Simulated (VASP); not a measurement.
# LiCl in VASP: a series of runs

Runs on LiCl. Level: HSE06. Tasks: single point.

All numbers are computed with VASP 6.6.1; they aren't measurements. Logs are shortened: lines on timing, memory, paths and dates and some standing lists are left out, and cuts for length are marked.

## 1. The cell of the first run

The structure is cubic, space group Fm-3m (No. 225). The conventional cell has a = 5.371 Å, b = 5.371 Å, c = 5.371 Å, α = 90.00°, β = 90.00°, γ = 90.00°. Within 3.5 Å of Li (site symmetry m-3m) lie 6 Cl at 2.69 Å. Within 3.5 Å of Cl (site symmetry m-3m) lie 6 Li at 2.69 Å.

## 2. Single point, HSE06 (strain +5.1%)

Input file POSCAR:

```
LiCl
1.0
    0.0000000000      2.6856280681      2.6856280681
    2.6856280681      0.0000000000      2.6856280681
    2.6856280681      2.6856280681      0.0000000000
Li Cl
1 1
Direct
    0.0000000000      0.0000000000      0.0000000000
    0.5000000000      0.5000000000      0.5000000000
```

Input file INCAR.step1:

```
PREC = Accurate
ENCUT = 520
EDIFF = 1E-5
ISMEAR = 0
SIGMA = 0.01
LREAL = False
LASPH = True
NELM = 80
ALGO = Normal
ISIF = 2
LWAVE = True
LCHARG = False
GGA = PE
NBANDS = 12
```

Input file INCAR.step2:

```
PREC = Accurate
ENCUT = 520
EDIFF = 1E-6
ISMEAR = 0
SIGMA = 0.01
LREAL = False
LASPH = True
NELM = 80
ALGO = Normal
ISIF = 2
LWAVE = False
LCHARG = False
GGA = PE
LHFCALC = True
HFSCREEN = 0.2079
PRECFOCK = Normal
ISTART = 1
NBANDS = 12
```

Input file KPOINTS:

```
Automatic mesh
0
Gamma
  6 6 6
```

Potentials or basis: VASP PAW PBE potentials, release 64 (Li_sv, Cl).

Command:

```bash
$ cat potpaw_PBE.64/Li_sv/POTCAR potpaw_PBE.64/Cl/POTCAR > POTCAR
$ cp INCAR.step1 INCAR
$ mpirun -np 1 vasp_std > vasp.out
$ cp INCAR.step2 INCAR
$ mpirun -np 1 vasp_std > vasp.out
```

OUTCAR:

```text
PREC = Accurate
   ENCUT = 520
   EDIFF = 1E-6
   ISMEAR = 0
   LREAL = False
   LASPH = True
   NELM = 80
   ISIF = 2
   GGA = PE
   LHFCALC = True
   HFSCREEN = 0.2079
   PRECFOCK = Normal
   ISTART = 1

 ion  position               nearest neighbor table
   1  0.000  0.000  0.000-
   2  0.500  0.500  0.500-

  LATTYP: Found a face centered cubic cell.
 ALAT       =     5.3712561362

  Lattice vectors:

 A1 = (   0.0000000000,   2.6856280681,   2.6856280681)
 A2 = (   2.6856280681,   0.0000000000,   2.6856280681)
 A3 = (   2.6856280681,   2.6856280681,   0.0000000000)

Analysis of symmetry for initial positions (statically):
=====================================================================
 Subroutine PRICEL returns:
 Original cell was already a primitive cell.

 Routine SETGRP: Setting up the symmetry group for a
 face centered cubic supercell.

 Subroutine GETGRP returns: Found 48 space group operations
 (whereof 48 operations were pure point group operations)
 out of a pool of 48 trial point group operations.

The static configuration has the point symmetry O_h .

Analysis of symmetry for dynamics (positions and initial velocities):
=====================================================================
 Subroutine PRICEL returns:
 Original cell was already a primitive cell.

 Routine SETGRP: Setting up the symmetry group for a
 face centered cubic supercell.

 Subroutine GETGRP returns: Found 48 space group operations
 (whereof 48 operations were pure point group operations)
 out of a pool of 48 trial point group operations.

The dynamic configuration has the point symmetry O_h .

 Subroutine INISYM returns: Found 48 space group operations
 (whereof 48 operations are pure point group operations),
 and found     1 'primitive' translations

----------------------------------------------------------------------------------------

                                     Primitive cell

  volume of cell :      38.7407

  direct lattice vectors                    reciprocal lattice vectors
     0.000000000  2.685628068  2.685628068    -0.186176189  0.186176189  0.186176189
     2.685628068  0.000000000  2.685628068     0.186176189 -0.186176189  0.186176189
     2.685628068  2.685628068  0.000000000     0.186176189  0.186176189 -0.186176189

  length of vectors
     3.798051637  3.798051637  3.798051637     0.322466619  0.322466619  0.322466619

  position of ions in fractional coordinates (direct lattice)
     0.000000000  0.000000000  0.000000000
     0.500000000  0.500000000  0.500000000

  ion indices of the primitive-cell ions
   primitive index   ion index
                 1           1
                 2           2

----------------------------------------------------------------------------------------

 KPOINTS: Automatic mesh

Automatic generation of k-mesh.
 Grid dimensions read from file:
 generate k-points for:    6    6    6

 Generating k-lattice:

  Cartesian coordinates                     Fractional coordinates (reciprocal lattice)
    -0.031029365  0.031029365  0.031029365     0.166666667  0.000000000  0.000000000
     0.031029365 -0.031029365  0.031029365     0.000000000  0.166666667  0.000000000
     0.031029365  0.031029365 -0.031029365     0.000000000  0.000000000  0.166666667

  Length of vectors
     0.053744437  0.053744437  0.053744437

  Shift w.r.t. Gamma in fractional coordinates (k-lattice)
     0.000000000  0.000000000  0.000000000

 Subroutine IBZKPT returns following result:
 ===========================================

 Found     16 irreducible k-points:

 Following reciprocal coordinates:
            Coordinates               Weight
  0.000000  0.000000  0.000000      1.000000
  0.166667  0.000000  0.000000      8.000000
  0.333333  0.000000  0.000000      8.000000
  0.500000  0.000000  0.000000      4.000000
  0.166667  0.166667  0.000000      6.000000
  0.333333  0.166667  0.000000     24.000000
[... 8 lines left out ...]
 -0.333333  0.333333  0.166667     24.000000
 -0.333333  0.500000  0.166667     12.000000
   k-points           NKPTS =     16   k-points in BZ     NKDIM =    216   number of bands    NBANDS=     12
   number of dos      NEDOS =    301   number of ions     NIONS =      2
   total plane-waves  NPLWV =  21952
   dimension x,y,z NGX =    28 NGY =   28 NGZ =   28
   dimension x,y,z NGXF=    56 NGYF=   56 NGZF=   56
   ions per type =               1   1
   NGX,Y,Z   is equivalent  to a cutoff of  12.26, 12.26, 12.26 a.u.
   NGXF,Y,Z  is equivalent  to a cutoff of  24.51, 24.51, 24.51 a.u.
 SYSTEM =  unknown system
   PREC   = accura    normal or accurate (medium, high low for compatibility)
   ISTART =      1    job   : 0-new  1-cont  2-samecut
   ICHARG =      0    charge: 1-file 2-atom 10-const
   ISPIN  =      1    spin polarized calculation?
   LNONCOLLINEAR =      F non collinear calculations
   LSORBIT =      F    spin-orbit coupling
   LASPH  =      T    aspherical Exc in radial PAW
   ENCUT  =  520.0 eV  38.22 Ry    6.18 a.u.   7.06  7.06  7.06*2*pi/ulx,y,z
   NELM   =     80;   NELMIN=  2; NELMDL=  0     # of ELM steps
   EDIFF  = 0.1E-05   stopping-criterion for ELM
   LREAL  =      F    real-space projection
   EDIFFG = 0.1E-04   stopping-criterion for IOM
   NSW    =      0    number of steps for IOM
   IBRION =     -1    ionic relax: 0-MD 1-quasi-New 2-CG
   NFREE  =      0    steps in history (QN), initial steepest desc. (CG)
   ISIF   =      2    stress and relaxation
   ISYM   =      3    0-nonsym 1-usesym 2-fastsym
   POTIM  = 0.5000    time-step for ionic-motion
   TEBEG  =    0.0;   TEEND  =   0.0 temperature during run
   PSTRESS=    0.0 pullay stress
   NELECT =      10.0000    total number of electrons
   NUPDOWN=      -1.0000    fix difference up-down
   EMIN   =  10.00;   EMAX   =-10.00  energy-range for DOS
   EFERMI =   0.00;   METHOD = LEGACY
   ISMEAR =     0;   SIGMA  =   0.01  broadening in eV -4-tet -1-fermi 0-gaus
   EFERMI_NEDOS =   21; number of points for ismear=-14 and -15
   IALGO  =     38    algorithm
   IMIX   =      1    mixing-type and parameters
     AMIX     =   0.40;   BMIX     =  1.00
     AMIX_MAG =   1.60;   BMIX_MAG =  1.00
  volume/ion in A,a.u.               =      19.37       130.72
  Fermi-wavevector in a.u.,A,eV,Ry     =   1.042363  1.969780 14.783009  1.086521
  Thomas-Fermi vector in A             =   2.177025
   LORBIT       =      0    0 simple, 1 ext, 2 COOP (PROOUT), +10 PAW based schemes
   GGA     = PE    functional components
   LHFCALC =     T    Hartree Fock is set to
   PRECFOCK=normal    Normal, Fast or Accurate (Low or Medium for compatibility)
   ENCUT4O =  -1.0   cutoff for four orbital integrals eV
   NKREDX  =     1    reduce k-point grid by
   NKREDY  =     1    reduce k-point grid by
   NKREDZ  =     1    reduce k-point grid by
   AEXX    =    0.2500 exact exchange contribution
   HFSCREEN=    0.2079 screening length (either q_TF or 0.3 A-1)
   HFSCREENC=   0.2079 screening length for correlation (either q_TF or 0.3 A-1)
   ENCUTFOCK=  -1.0 apply spherical cutoff to Coloumb kernel
   IVDW    =     0    specifies the selected vdW correction
   LEPSILON=     F    determine dielectric tensor
   LRPA    =     F    only Hartree local field effects (RPA)
 non-spin polarized calculation
 Gauss-broadening in eV      SIGMA  =   0.01
  energy-cutoff  :      520.00
  volume of cell :       38.74
 maximum number of plane-waves:      1056
  NGX = 24; NGY = 24; NGZ = 24

 number of electron       9.9999988 magnetization

 Free energy of the ion-electron system (eV)
  ---------------------------------------------------
  ext. energy  EPLUGINS =         0.00000000
  ---------------------------------------------------
  free energy    TOTEN  =        -8.39236168 eV

  energy without entropy =       -8.39236168  energy(sigma->0) =       -8.39236168

 E-fermi :  -1.2284     XC(G=0):  -6.7973

 val. band max:       -1.3277604071   @ k =   0.0000   0.0000   0.0000
 cond. band min:       5.6440416478   @ k =   0.0000   0.0000   0.0000
 fundamental gap:      6.9718020549
 Fermi energy:        -1.2283975499

 k-point     1 :       0.0000    0.0000    0.0000
  band No.  band energies     occupation
      1     -47.8913      2.00000
      2     -15.5249      2.00000
      3      -1.3278      2.00000
      4      -1.3278      2.00000
      5      -1.3278      2.00000
      6       5.6440      0.00000
      7      11.9594      0.00000
      8      11.9594      0.00000
      9      11.9594      0.00000
     10      14.0177      0.00000
     11      14.0177      0.00000
     12      14.0178      0.00000

 k-point     2 :       0.1667    0.0000    0.0000
  band No.  band energies     occupation
      1     -47.8909      2.00000
      2     -15.4203      2.00000
      3      -2.0749      2.00000
      4      -1.3873      2.00000
      5      -1.3873      2.00000
      6       6.3622      0.00000
      7      10.7719      0.00000
      8      11.4359      0.00000
      9      11.4359      0.00000
     10      13.1207      0.00000
     11      13.1208      0.00000
     12      14.6296      0.00000

 k-point     3 :       0.3333    0.0000    0.0000
  band No.  band energies     occupation
      1     -47.8903      2.00000
      2     -15.1975      2.00000
      3      -3.2825      2.00000
      4      -1.4993      2.00000
      5      -1.4993      2.00000
      6       6.7879      0.00000
      7      10.0488      0.00000
      8      10.0489      0.00000
      9      11.0132      0.00000
     10      14.9430      0.00000
     11      14.9430      0.00000
     12      15.3381      0.00000
[... 166 lines left out ...]
 k-point    15 :      -0.3333    0.3333    0.1667
  band No.  band energies     occupation
      1     -47.8894      2.00000
      2     -14.9489      2.00000
      3      -3.3676      2.00000
      4      -2.7855      2.00000
      5      -1.9950      2.00000
      6       8.6724      0.00000
      7       9.1268      0.00000
      8      10.6357      0.00000
      9      10.7095      0.00000
     10      14.8246      0.00000
     11      15.4802      0.00000
     12      18.1559      0.00000

 k-point    16 :      -0.3333    0.5000    0.1667
  band No.  band energies     occupation
      1     -47.8892      2.00000
      2     -14.9028      2.00000
      3      -3.4849      2.00000
      4      -2.7217      2.00000
      5      -2.2482      2.00000
      6       8.4492      0.00000
      7       9.3108      0.00000
      8      10.8777      0.00000
      9      11.0018      0.00000
     10      14.3000      0.00000
     11      16.7692      0.00000
     12      18.5249      0.00000

------------------------ aborting loop because EDIFF is reached ----------------------------------------

  FORCE on cell =-STRESS in cart. coord.  units (eV):
  Direction    XX          YY          ZZ          XY          YZ          ZX
  --------------------------------------------------------------------------------------
  -------------------------------------------------------------------------------------
  Total       -0.8806647     -0.8806647     -0.8806647      0.0000000      0.0000000      0.0000000
  in kB      -36.4211446    -36.4211446    -36.4211446      0.0000000      0.0000000      0.0000000
  external PRESSURE =     -36.4211446 kB  Pullay stress =       0.0000000 kB

 VOLUME and BASIS-vectors are now :
 -----------------------------------------------------------------------------
  energy-cutoff  :      520.00
  volume of cell :       38.74
      direct lattice vectors                 reciprocal lattice vectors
     0.000000000  2.685628068  2.685628068    -0.186176189  0.186176189  0.186176189
     2.685628068  0.000000000  2.685628068     0.186176189 -0.186176189  0.186176189
     2.685628068  2.685628068  0.000000000     0.186176189  0.186176189 -0.186176189

 POSITION                                       TOTAL-FORCE (eV/Angst)
 -----------------------------------------------------------------------------------
      0.00000      0.00000      0.00000         0.000000      0.000000      0.000000
      2.68563      2.68563      2.68563        -0.000000     -0.000000     -0.000000
 -----------------------------------------------------------------------------------
    total drift:                               -0.000000     -0.000000     -0.000000

  FREE ENERGIE OF THE ION-ELECTRON SYSTEM (eV)
  ---------------------------------------------------
  free  energy   TOTEN  =        -8.3923616773 eV

  energy  without entropy=       -8.3923616773  energy(sigma->0) =       -8.39236168
```

Wall time 8.9 min (1 thread of Intel Xeon Platinum 8259CL at 2.50GHz (Skylake/Cascade Lake), shared host); peak memory 0.26 GiB.

What came out:

```yaml
Free_energy: -8.3924 eV
Band_gap_on_the_k_mesh: 6.97 eV
```

Caveat: the cell differs from its parent crystal (strain +5.1%); the cutoff is under 1.25 times the usual one of these potentials, so pressure, stress and relaxed cells hold a basis-set (Pulay) error; the PAW data sets were made with another functional, which shifts forces and pressure a little.

(Continued in part 2 of 2.)
